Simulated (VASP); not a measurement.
# WSe2 (F-43m) in VASP: further runs

Runs on WSe2. Level: PBE. Tasks: relaxation of cell and atoms.

All numbers are computed with VASP 6.6.1; they aren't measurements. Logs are shortened: lines on timing, memory, paths and dates and some standing lists are left out, and cuts for length are marked.

**1. The cell of the first run**

It takes space group F-43m (No. 216, cubic). Conventional cell: a = 6.207 Å, b = 6.207 Å, c = 6.207 Å, α = 90.00°, β = 90.00°, γ = 90.00°. W (site symmetry -43m) has 10 Se at 2.69 to 3.10 Å within 3.5 Å. Within 3.5 Å of Se (site symmetry -43m) lie 4 W at 2.69 Å and 4 Se at 2.69 Å. Se (site symmetry -43m) has 4 Se at 2.69 Å and 6 W at 3.10 Å within 3.5 Å.

The cell was built from a structure type or drawn by symmetry, and may not be a known phase.

**2. Relaxation of cell and atoms, PBE, collinear spin**

File INCAR:

```
SYSTEM = WSe2
PREC = Accurate ; ENCUT = 600
EDIFF = 1E-7 ; ISMEAR = 0
SIGMA = 0.1 ; LREAL = .FALSE.
LASPH = .TRUE. ; NELM = 150
ALGO = Normal ; ISIF = 3
LWAVE = .FALSE. ; LCHARG = .FALSE.
ISPIN = 2 ; MAGMOM = 0.93 0 0
LORBIT = 11 ; LMAXMIX = 4
GGA = PE ; IBRION = 2
NSW = 90 ; EDIFFG = -0.04
```

File KPOINTS:

```
regular mesh
0
G
  6 6 6
  0 0 0
```

File POSCAR:

```
WSe2
1.0
    0.0000000000      3.1032878208      3.1032878208
    3.1032878208      0.0000000000      3.1032878208
    3.1032878208      3.1032878208      0.0000000000
W Se
1 2
Direct
    0.5000000000      0.5000000000      0.5000000000
    0.7500000000      0.7500000000      0.7500000000
    0.0000000000      0.0000000000      0.0000000000
```

Potentials or basis: VASP PAW PBE potentials, release 64 (W_sv, Se).

Run with:

```
> cat potpaw_PBE.64/W_sv/POTCAR potpaw_PBE.64/Se/POTCAR > POTCAR
> mpirun -np 1 vasp_std > vasp.out
```

OUTCAR:

```text
SYSTEM = WSe2
   PREC = Accurate
   ENCUT = 600
   EDIFF = 1E-7
   ISMEAR = 0
   LREAL = .FALSE.
   LASPH = .TRUE.
   NELM = 150
   ISIF = 3
   ISPIN = 2
   LORBIT = 11
   GGA = PE
   IBRION = 2
   NSW = 90
   EDIFFG = -0.04

 ion  position               nearest neighbor table
   1  0.500  0.500  0.500-   2 2.69   2 2.69   2 2.69   2 2.69   3 3.10   3 3.10   3 3.10   3 3.10
                             3 3.10   3 3.10
   2  0.750  0.750  0.750-   1 2.69   1 2.69   1 2.69   3 2.69   3 2.69   3 2.69   3 2.69   1 2.69

   3  0.000  0.000  0.000-   2 2.69   2 2.69   2 2.69   2 2.69   1 3.10   1 3.10   1 3.10   1 3.10
                             1 3.10   1 3.10

  LATTYP: Found a face centered cubic cell.
 ALAT       =     6.2065756416

  Lattice vectors:

 A1 = (   0.0000000000,   3.1032878208,   3.1032878208)
 A2 = (   3.1032878208,   0.0000000000,   3.1032878208)
 A3 = (   3.1032878208,   3.1032878208,   0.0000000000)

Analysis of symmetry for initial positions (statically):
=====================================================================
 Subroutine PRICEL returns:
 Original cell was already a primitive cell.

 Routine SETGRP: Setting up the symmetry group for a
 face centered cubic supercell.

 Subroutine GETGRP returns: Found 24 space group operations
 (whereof 24 operations were pure point group operations)
 out of a pool of 48 trial point group operations.

The static configuration has the point symmetry T_d .

Analysis of symmetry for dynamics (positions and initial velocities):
=====================================================================
 Subroutine PRICEL returns:
 Original cell was already a primitive cell.

 Routine SETGRP: Setting up the symmetry group for a
 face centered cubic supercell.

 Subroutine GETGRP returns: Found 24 space group operations
 (whereof 24 operations were pure point group operations)
 out of a pool of 48 trial point group operations.

The dynamic configuration has the point symmetry T_d .

Analysis of structural, dynamic, and magnetic symmetry:
=====================================================================
 Subroutine PRICEL returns:
 Original cell was already a primitive cell.

 Routine SETGRP: Setting up the symmetry group for a
 face centered cubic supercell.

 Subroutine GETGRP returns: Found 24 space group operations
 (whereof 24 operations were pure point group operations)
 out of a pool of 48 trial point group operations.

The overall configuration has the point symmetry T_d .

 Subroutine INISYM returns: Found 24 space group operations
 (whereof 24 operations are pure point group operations),
 and found     1 'primitive' translations
[... 121 lines left out ...]
 Gauss-broadening in eV      SIGMA  =   0.10
  energy-cutoff  :      600.00
  volume of cell :       59.77
 maximum number of plane-waves:      2012
   NGX = 17   NGY = 17   NGZ = 17

 number of electron      26.0000000 magnetization       0.2033919

 number of electron      26.0000000 magnetization      -0.0001933

 Free energy of the ion-electron system (eV)
  ---------------------------------------------------
  ext. energy  EPLUGINS =         0.00000000
  ---------------------------------------------------
  free energy    TOTEN  =       -16.45039591 eV

  energy without entropy =      -16.43859398  energy(sigma->0) =      -16.44449494

 E-fermi :   7.3607     XC(G=0): -11.0409

 val. band max:        7.3148334580   @ k =  -0.3333   0.3333   0.1667
 cond. band min:       7.6621353519   @ k =   0.3333   0.1667   0.0000
 fundamental gap:      0.3473018939
 Fermi energy:         7.3606826221

 spin component 1

 k-point     1 :       0.0000    0.0000    0.0000
  band No.  band energies     occupation
      1     -67.2166      1.00000
      2     -31.3991      1.00000
      3     -31.3991      1.00000
      4     -31.3991      1.00000
      5      -9.5977      1.00000
      6      -3.5243      1.00000
[... 296 lines left out ...]
      3     -31.4050      1.00000
      4     -31.4036      1.00000
      5      -7.4878      1.00000
      6      -6.8955      1.00000
[... 9 lines left out ...]
     16       9.7199      0.00000
     17      10.3742      0.00000
 Fermi energy:         7.3606826221

 spin component 2

 k-point     1 :       0.0000    0.0000    0.0000
  band No.  band energies     occupation
      1     -67.2168      1.00000
      2     -31.3993      1.00000
      3     -31.3993      1.00000
      4     -31.3993      1.00000
      5      -9.5977      1.00000
      6      -3.5243      1.00000
[... 297 lines left out ...]
      4     -31.4038      1.00000
      5      -7.4878      1.00000
      6      -6.8955      1.00000
[... 9 lines left out ...]
     16       9.7199      0.00000
     17      10.3742      0.00000

------------------------ aborting loop because EDIFF is reached ----------------------------------------

  FORCE on cell =-STRESS in cart. coord.  units (eV):
  Direction    XX          YY          ZZ          XY          YZ          ZX
  --------------------------------------------------------------------------------------
  -------------------------------------------------------------------------------------
  Total       -0.0367051     -0.0367051     -0.0367051      0.0000000     -0.0000000     -0.0000000
  in kB       -0.9838783     -0.9838783     -0.9838783      0.0000000     -0.0000000     -0.0000000
  external PRESSURE =      -0.9838783 kB  Pullay stress =       0.0000000 kB

 VOLUME and BASIS-vectors are now :
 -----------------------------------------------------------------------------
  energy-cutoff  :      600.00
  volume of cell :       59.77
      direct lattice vectors                 reciprocal lattice vectors
     0.000000000  3.103287821  3.103287821    -0.161119441  0.161119441  0.161119441
     3.103287821  0.000000000  3.103287821     0.161119441 -0.161119441  0.161119441
     3.103287821  3.103287821  0.000000000     0.161119441  0.161119441 -0.161119441

 POSITION                                       TOTAL-FORCE (eV/Angst)
 -----------------------------------------------------------------------------------
      3.10329      3.10329      3.10329         0.000000      0.000000      0.000000
      4.65493      4.65493      4.65493        -0.000000     -0.000000     -0.000000
      0.00000      0.00000      0.00000         0.000000      0.000000      0.000000
 -----------------------------------------------------------------------------------
    total drift:                                0.000000      0.000000      0.000000

  FREE ENERGIE OF THE ION-ELECTRON SYSTEM (eV)
  ---------------------------------------------------
  free  energy   TOTEN  =       -16.4503959093 eV

  energy  without entropy=      -16.4385939753  energy(sigma->0) =      -16.44449494

 reached required accuracy - stopping structural energy minimisation

 total charge

# of ion       s       p       d       tot
------------------------------------------
    1        2.305   6.104   3.349  11.758
    2        1.495   2.176   0.159   3.830
    3        1.539   2.136   0.089   3.764
--------------------------------------------------
tot          5.339  10.416   3.597  19.352

 magnetization (x)

# of ion       s       p       d       tot
------------------------------------------
    1       -0.000  -0.000  -0.000  -0.000
    2        0.000   0.000  -0.000   0.000
    3       -0.000   0.000   0.000   0.000
--------------------------------------------------
tot         -0.000   0.000  -0.000  -0.000
```

CONTCAR:

```text
WSe2
   1.00000000000000
     0.0000000000000000    3.1032878207999999    3.1032878207999999
     3.1032878207999999    0.0000000000000000    3.1032878207999999
     3.1032878207999999    3.1032878207999999    0.0000000000000000
  W               Se
     1     2
Direct
     0.5000000000000000    0.5000000000000000    0.5000000000000000
     0.7500000000000000    0.7500000000000000    0.7500000000000000
     0.0000000000000000    0.0000000000000000    0.0000000000000000

  0.00000000E+00  0.00000000E+00  0.00000000E+00
  0.00000000E+00  0.00000000E+00  0.00000000E+00
  0.00000000E+00  0.00000000E+00  0.00000000E+00
```

Wall time 63 s (1 thread of Intel Xeon Platinum 8488C (Sapphire Rapids), shared host); peak memory 0.25 GiB.

What came out:

| Property | Result |
| --- | --- |
| Free energy | -16.4504 eV |
| Pressure after relaxing | -0.1 GPa |
| Band gap on the k mesh | zero (filled and empty bands overlap) |
| Net moment | 0.00 μB per cell |
| Valence electrons inside the program's atomic spheres | W 11.76; Se 3.83, 3.76 |

Final structure:
```cif
data_structure
_symmetry_space_group_name_H-M 'P 1'
_symmetry_Int_Tables_number 1
_cell_length_a 4.3887
_cell_length_b 4.3887
_cell_length_c 4.3887
_cell_angle_alpha 60.000
_cell_angle_beta 60.000
_cell_angle_gamma 60.000
_cell_volume 59.77
loop_
_atom_site_label
_atom_site_type_symbol
_atom_site_fract_x
_atom_site_fract_y
_atom_site_fract_z
_atom_site_occupancy
W1 W 0.50000 0.50000 0.50000 1
Se1 Se 0.75000 0.75000 0.75000 1
Se2 Se 0.00000 0.00000 0.00000 1
```

Caveat: the relaxation stopped at its first step, so nothing moved; spin-orbit coupling is left out, which moves the levels of the heavy elements.

**3. Relaxation of cell and atoms, PBE**

File INCAR:

```
SYSTEM = WSe2
PREC = Accurate
ENCUT = 600
EDIFF = 1E-6
ISMEAR = 0
SIGMA = 0.1
LREAL = .FALSE.
LASPH = .TRUE.
NELM = 100
ALGO = Normal
ISIF = 3
LWAVE = .FALSE.
LCHARG = .FALSE.
GGA = PE
IBRION = 2
NSW = 100
EDIFFG = -0.01
```

File KPOINTS:

```
regular mesh
0
G
  14 14 14
  0 0 0
```

POSCAR: that of step 2 with these lines changed.

```diff
@@ -9,3 +9,3 @@
     0.5000000000      0.5000000000      0.5000000000
-    0.7500000000      0.7500000000      0.7500000000
+    0.2500000000      0.2500000000      0.2500000000
     0.0000000000      0.0000000000      0.0000000000
```

Potentials or basis: VASP PAW PBE potentials, release 64 (W_sv, Se).

Run with:

```
> cat potpaw_PBE.64/W_sv/POTCAR potpaw_PBE.64/Se/POTCAR > POTCAR
> mpirun -np 1 vasp_std > vasp.out
```

OUTCAR:

```text
SYSTEM = WSe2
   PREC = Accurate
   ENCUT = 600
   EDIFF = 1E-6
   ISMEAR = 0
   LREAL = .FALSE.
   LASPH = .TRUE.
   NELM = 100
   ISIF = 3
   GGA = PE
   IBRION = 2
   NSW = 100
   EDIFFG = -0.01

 ion  position               nearest neighbor table
   1  0.500  0.500  0.500-   2 2.69   2 2.69   2 2.69   2 2.69   3 3.10   3 3.10   3 3.10   3 3.10
                             3 3.10   3 3.10
   2  0.250  0.250  0.250-   3 2.69   3 2.69   3 2.69   1 2.69   1 2.69   1 2.69   3 2.69   1 2.69

   3  0.000  0.000  0.000-   2 2.69   2 2.69   2 2.69   2 2.69   1 3.10   1 3.10   1 3.10   1 3.10
                             1 3.10   1 3.10

  LATTYP: Found a face centered cubic cell.
 ALAT       =     6.2065756416

  Lattice vectors:

 A1 = (   0.0000000000,   3.1032878208,   3.1032878208)
 A2 = (   3.1032878208,   0.0000000000,   3.1032878208)
 A3 = (   3.1032878208,   3.1032878208,   0.0000000000)

Analysis of symmetry for initial positions (statically):
=====================================================================
 Subroutine PRICEL returns:
 Original cell was already a primitive cell.

 Routine SETGRP: Setting up the symmetry group for a
[... 174 lines left out ...]
 cond. band min:       7.4575021652   @ k =  -0.2857   0.0714   0.0000
 fundamental gap:      0.0197938619
 Fermi energy:         7.4471480313

 k-point     1 :       0.0000    0.0000    0.0000
  band No.  band energies     occupation
      1     -67.2067      2.00000
      2     -31.3901      2.00000
      3     -31.3901      2.00000
      4     -31.3901      2.00000
      5      -9.6010      2.00000
      6      -3.5292      2.00000
[... 457 lines left out ...]
      4     -31.3917      2.00000
      5      -9.0048      2.00000
      6      -4.8580      2.00000
[... 9 lines left out ...]
     16       9.1512      0.00000
     17       9.1620      0.00000

 [... further k-points ...]

------------------------ aborting loop because EDIFF is reached ----------------------------------------

  FORCE on cell =-STRESS in cart. coord.  units (eV):
  Direction    XX          YY          ZZ          XY          YZ          ZX
  --------------------------------------------------------------------------------------
  -------------------------------------------------------------------------------------
  Total        0.0009163      0.0009163      0.0009163      0.0000000      0.0000000     -0.0000000
  in kB        0.0245609      0.0245609      0.0245609      0.0000000      0.0000000     -0.0000000
  external PRESSURE =       0.0245609 kB  Pullay stress =       0.0000000 kB

 VOLUME and BASIS-vectors are now :
 -----------------------------------------------------------------------------
  energy-cutoff  :      600.00
  volume of cell :       59.77
      direct lattice vectors                 reciprocal lattice vectors
     0.000000000  3.103287821  3.103287821    -0.161119441  0.161119441  0.161119441
     3.103287821  0.000000000  3.103287821     0.161119441 -0.161119441  0.161119441
     3.103287821  3.103287821  0.000000000     0.161119441  0.161119441 -0.161119441

 POSITION                                       TOTAL-FORCE (eV/Angst)
 -----------------------------------------------------------------------------------
      3.10329      3.10329      3.10329        -0.000000      0.000000     -0.000000
      1.55164      1.55164      1.55164         0.000000     -0.000000      0.000000
      0.00000      0.00000      0.00000        -0.000000      0.000000     -0.000000
 -----------------------------------------------------------------------------------
    total drift:                               -0.000000     -0.000000     -0.000000

  FREE ENERGIE OF THE ION-ELECTRON SYSTEM (eV)
  ---------------------------------------------------
  free  energy   TOTEN  =       -16.4157140731 eV

  energy  without entropy=      -16.4036457077  energy(sigma->0) =      -16.40967989

 reached required accuracy - stopping structural energy minimisation
```

Run time: 1.9 min. Hardware: 1 thread of Intel Xeon Platinum 8488C (Sapphire Rapids), shared host; peak memory 0.29 GiB.

What came out:

* Free energy: -16.4157 eV
* Pressure after relaxing: 0.0 GPa
* Band gap on the k mesh: zero (bands 13 and 14 overlap by 2.05 eV)

Final structure:
```cif
data_structure
_symmetry_space_group_name_H-M 'P 1'
_symmetry_Int_Tables_number 1
_cell_length_a 4.3887
_cell_length_b 4.3887
_cell_length_c 4.3887
_cell_angle_alpha 60.000
_cell_angle_beta 60.000
_cell_angle_gamma 60.000
_cell_volume 59.77
loop_
_atom_site_label
_atom_site_type_symbol
_atom_site_fract_x
_atom_site_fract_y
_atom_site_fract_z
_atom_site_occupancy
W1 W 0.50000 0.50000 0.50000 1
Se1 Se 0.25000 0.25000 0.25000 1
Se2 Se 0.00000 0.00000 0.00000 1
```

Caveat: the relaxation stopped at its first step, so nothing moved; spin-orbit coupling is left out, which moves the levels of the heavy elements.
